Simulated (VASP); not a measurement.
K: single point with PBE

K:

```
CELL_PARAMETERS angstrom
-2.61800 2.61800 2.61800
2.61800 -2.61800 2.61800
2.61800 2.61800 -2.61800
ATOMIC_POSITIONS crystal
K 0.00000 0.00000 0.00000
```

* Program: VASP 6.6.1
* Task: single point
* Functional: PBE
* Potentials or basis: VASP PAW PBE potentials, release 64 (K_sv)
* Cutoff: 520 eV
* k mesh: 14 × 14 × 14
* Occupations: gaussian, width 0.15 eV
* Spin: no spin polarisation
* Dipole correction: no
* Further INCAR settings: ALGO = Fast; EDIFF = 1e-06; NBANDS = 10

```
Pressure               : 0.1 GPa
Band gap on the k mesh : zero (an odd number of electrons rules out a gap without spin polarisation)
```

Levels at points of the mesh, in eV from the Fermi level:
```csv
k point,band 1,band 2,band 3,band 4,band 5,band 6,band 7,band 8
"(0.00, 0.00, 0.00)",-32.12,-15.57,-15.57,-15.57,-2.19,4.32,4.32,4.32
"(0.50, 0.00, 0.00)",-32.12,-15.64,-15.59,-15.57,0.44,0.70,3.17,4.92
"(0.50, 0.50, 0.50)",-32.11,-15.62,-15.62,-15.62,1.66,1.66,3.54,3.54
```

It took 100 s on 1 thread of AMD EPYC 7R43 64-Core Processor (Zen 3), on a shared host, peak memory 0.2 GiB.
